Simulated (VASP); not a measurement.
Set up this calculation in VASP 6.6.1, as the native input.

```
Task                   : electric field gradients
Functional             : LDA
Potentials or basis    : VASP PAW LDA potentials, release 64 (La, Zn)
Cutoff                 : 520 eV
k mesh                 : 9 × 9 × 9
Occupations            : fermi-dirac, width 0.05 eV
Spin                   : no spin polarisation
Dipole correction      : no
Further INCAR settings : ALGO = Normal; EDIFF = 1e-08; NBANDS = 18
```

The structure of LaZn lies in POSCAR:

```
LaZn
1.0
    3.7624585633      0.0000000000      0.0000000000
    0.0000000000      3.7624585633      0.0000000000
    0.0000000000      0.0000000000      3.7624585633
La Zn
1 1
Direct
    0.5000000000      0.5000000000      0.5000000000
    0.0000000000      0.0000000000      0.0000000000
```

These files were run (other wordings do the same):

INCAR

```
PREC = Accurate
ENCUT = 520
EDIFF = 1E-8
ISMEAR = -1
SIGMA = 0.05
LREAL = F
LASPH = T
NELM = 60
ALGO = Normal
ISIF = 2
LWAVE = F
LCHARG = F
LEFG = T
NBANDS = 18
```

KPOINTS

```
Automatic mesh
0
Gamma
  9 9 9
```

Potentials or basis: VASP PAW LDA potentials, release 64 (La, Zn).

Launch:

```console
$ cat potpaw_LDA.64/La/POTCAR potpaw_LDA.64/Zn/POTCAR > POTCAR
$ mpirun -np 1 vasp_std > vasp.out
```

It gave:

* Pressure: -4.4 GPa
* Band gap on the k mesh: zero (an odd number of electrons rules out a gap without spin polarisation)
* Largest electric field gradient by atom: under 0.05 V/Å² on every atom

Caveat: the cell stands under tension; spin-orbit coupling is left out, which moves the levels of the heavy elements.

Run time: 46 s on 1 thread of Intel Xeon 8259CL, on a shared host, peak memory 0.18 GiB.
